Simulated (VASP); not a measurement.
Crystal: Ta4O.

```
Ta O
1.0
     3.25750    0.00000    0.00000
     0.00000    3.25750    0.00000
     0.00000    0.00000    7.40934
Ta O
4 1
Direct
  0.00000 0.00000 0.50000
  0.50000 0.50000 0.78316
  0.50000 0.50000 0.21684
  0.00000 0.00000 0.00000
  0.50000 0.50000 0.50000
```

Base run:

```yaml
Program: VASP 6.6.1
Functional: PBE
Potentials_or_basis: VASP PAW PBE potentials, release 64 (Ta_pv, O)
Cutoff: 520 eV
k_mesh: 10 × 10 × 4, shifted
Occupations: gaussian, width 0.1 eV
Spin: no spin polarisation
```

Its results: band gap on the k mesh zero (band 25 reaches 6.71 eV, above the bottom of band 26 at 6.03 eV); pressure -0.5 GPa; largest force 0.084 eV/Å.

The run is repeated on the same cell with these changes: k mesh from 10 × 10 × 4, shifted to 1 × 1 × 1. What comes out?

Band gap on the k mesh 0.06 eV; pressure 1.0 GPa; largest force 5.092 eV/Å.

Caveats: some runs use coarse meshes; spin-orbit coupling is left out, which moves the levels of the heavy elements; forces of over 1 eV/Å act on the atoms, so gaps and moduli don't describe the material at rest (some runs).

A k mesh can miss the band edges.
